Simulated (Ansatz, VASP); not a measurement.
# MgO in VASP and in Ansatz

File POSCAR:

```
MgO
1.0
    3.3868637712      0.0000000000      0.0000000000
   -1.6934318856      2.9331100650      0.0000000000
    0.0000000000      0.0000000000      5.1853971216
Mg O
2 2
Direct
    0.3333333333      0.6666666667     -0.0086890280
    0.6666666667      0.3333333333      0.4913109720
    0.3333333333      0.6666666667      0.3836890280
    0.6666666667      0.3333333333      0.8836890280
```

Contents of INCAR.step1:

```
PREC = Accurate
ENCUT = 520
EDIFF = 1E-5
ISMEAR = 0
SIGMA = 0.01
LREAL = False
LASPH = True
NELM = 80
ALGO = Normal
ISIF = 2
LWAVE = True
GGA = PE
NBANDS = 16
```

File INCAR.step2:

```
PREC = Accurate
ENCUT = 520
EDIFF = 1E-6
ISMEAR = 0
SIGMA = 0.01
LREAL = False
LASPH = True
NELM = 80
ALGO = Normal
ISIF = 2
LWAVE = False
LCHARG = True
GGA = PE
LHFCALC = True
HFSCREEN = 0.2079
PRECFOCK = Normal
LELF = True
LVHAR = True
ISTART = 1
NBANDS = 16
```

Contents of KPOINTS:

```
Automatic mesh
0
Gamma
  6 6 4
```

Input for Ansatz:

```yaml
crystal:
  lattice:
    - [3.3868637712, 0.0, 0.0]
    - [-1.6934318856, 2.933110065, 0.0]
    - [0.0, 0.0, 5.1853971216]
  atoms:
    - { symbol: Mg, position: [0.3333333333, 0.6666666667, -0.008689028] }
    - { symbol: Mg, position: [0.6666666667, 0.3333333333, 0.491310972] }
    - { symbol: O, position: [0.3333333333, 0.6666666667, 0.383689028] }
    - { symbol: O, position: [0.6666666667, 0.3333333333, 0.883689028] }
kpoints:
  mp_grid: { grid: [6, 6, 4] }
  band_path:
    path:
      - [0.0, 0.0, 0.0]
      - [0.5, 0.0, 0.0]
      - [0.3333333333, 0.3333333333, 0.0]
      - [0.0, 0.0, 0.5]
      - [0.5, 0.0, 0.5]
      - [0.3333333333, 0.3333333333, 0.5]
    npoints: 1
hamiltonian:
  xc: hse06
scf:
  occupations: { method: fixed }
  n_extra_bands: 5
output:
  forces: true
  stress: true
  eigenvalues: true
  write_density: true
  write_potential: true
  elf: true
  volumetric_format: npy
```

Change from the starting cell: hydrostatic strain +3.0%.

Alike in both runs: task single point; functional HSE06; k mesh 6 × 6 × 4; no spin polarisation.

|  | VASP | Ansatz |
| --- | --- | --- |
| version | VASP 6.6.1 | Ansatz 0.2.0 |
| potentials or method | VASP PAW PBE potentials, release 64 (Mg, O) | plane waves, PAW |
| plane-wave cutoff (eV) | 520 | 420 |
| occupations | gaussian, width 0.01 eV | fixed |
| valence electrons in the cell | 16 | 32 |

Ansatz gave:

```
gap on the k mesh at the Fermi level (eV)                     : 4.65
pressure (GPa)                                                : -9.4
traceless stress, the component that is largest in VASP (GPa) : 1.38
rms of the force components (eV/Å)                            : 0.003
```

Task: Which values does VASP return?

Result: gap on the k mesh at the Fermi level (eV): 4.62; pressure (GPa): -9.6; traceless stress, the component that is largest in VASP (GPa): 1.41; rms of the force components (eV/Å): 0.003.

Atom by atom the forces differ by 0.000 eV/Å (rms over components). VASP's potentials hold 16 valence electrons a cell and Ansatz's 32, so a difference there can come from the potentials and not from the codes. Ansatz's warnings: stress exchange threshold loose, stress scf threshold loose.
